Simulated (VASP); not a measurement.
Here is a VASP 6.6.1 calculation.

The input INCAR:

```
PREC = Accurate
ENCUT = 520
EDIFF = 1E-6
ISMEAR = 0
SIGMA = 0.05
LREAL = False
LASPH = True
NELM = 100
ALGO = Normal
ISIF = 2
LWAVE = False
LCHARG = False
GGA = PS
NBANDS = 20
```

Contents of KPOINTS:

```
Automatic mesh
0
Gamma
  12 12 2
```

File POSCAR:

```
WSe2
1.0
    3.2702526784      0.0000000000      0.0000000000
   -1.6351263392      2.8321218963      0.0000000000
    0.0000000000      0.0000000000     16.6612169706
W Se
1 2
Direct
    0.0000000000      0.0000000000      0.0045014719
    0.3333333333      0.6666666667      0.1003992721
    0.3333333333      0.6666666667      0.8996007279
```

Potentials or basis: VASP PAW PBE potentials, release 64 (W_sv, Se).

Command:

```sh
$ cat potpaw_PBE.64/W_sv/POTCAR potpaw_PBE.64/Se/POTCAR > POTCAR
$ mpirun -np 1 vasp_std > vasp.out
```

Problem. What does it give for the largest force?

Solution. 2.242 eV/Å.

Problem. Estimate the band gap on the k mesh.

Solution. 1.65 eV (least direct gap 1.69 eV).

Forces on the atoms (eV/Å):
```
W    0.000  0.000 -2.242
Se   0.000  0.000  1.280
Se   0.000  0.000  0.962
```

Caveat: the cell differs from its parent crystal (all W atoms moved +0.075 Å, as atom 1 along Cartesian [0 0 1]); there is no dipole correction, which matters where the two faces differ; the PAW data sets were made with another functional, which shifts forces and pressure a little; spin-orbit coupling is left out, which moves the levels of the heavy elements.
